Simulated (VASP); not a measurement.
Set up this calculation in VASP 6.6.1, as the native input.

```
Task                   : single point
Functional             : PBE
Potentials or basis    : VASP PAW PBE potentials, release 64 (K_sv, Al, As)
Cutoff                 : 520 eV
k mesh                 : 4 × 4 × 4
Occupations            : gaussian, width 0.1 eV
Spin                   : no spin polarisation
Dipole correction      : no
Further INCAR settings : ALGO = Normal; EDIFF = 1e-07; NBANDS = 22
```

The structure of KAlAs3 lies in POSCAR:

```
KAlAs3
1.0
    5.0041911687      0.0000000000      0.0000000000
    0.0000000000      5.0041911687      0.0000000000
    0.0000000000      0.0000000000      5.0041911687
K Al As
1 1 3
Direct
    0.0000000000      0.0000000000      0.0000000000
    0.5000000000      0.5000000000      0.5000000000
    0.0000000000      0.5000000000      0.5000000000
    0.5000000000      0.0000000000      0.5000000000
    0.5000000000      0.5000000000      0.0000000000
```

One way to write it, as run:

INCAR

```
SYSTEM = KAlAs3
  PREC = Accurate
  ENCUT = 520
  EDIFF = 1E-7
  ISMEAR = 0
  SIGMA = 0.1
  LREAL = .False.
  LASPH = .True.
  NELM = 80
  ALGO = Normal
  ISIF = 2
  LWAVE = .False.
  LCHARG = .True.
  GGA = PE
  LELF = .True.
  LVHAR = .True.
  NBANDS = 22
```

KPOINTS

```
regular mesh
0
Gamma
  4 4 4
  0 0 0
```

Potentials or basis: VASP PAW PBE potentials, release 64 (K_sv, Al, As).

Command:

```console
$ cat potpaw_PBE.64/K_sv/POTCAR potpaw_PBE.64/Al/POTCAR potpaw_PBE.64/As/POTCAR > POTCAR
$ mpirun -np 1 vasp_std > vasp.out
```

It gave:

```json
{
  "Pressure": "0.1 GPa"
}
```

Wall time 29 s on 1 thread of Intel(R) Xeon(R) Platinum 8488C (Sapphire Rapids) (shared host), peak memory 0.24 GiB.
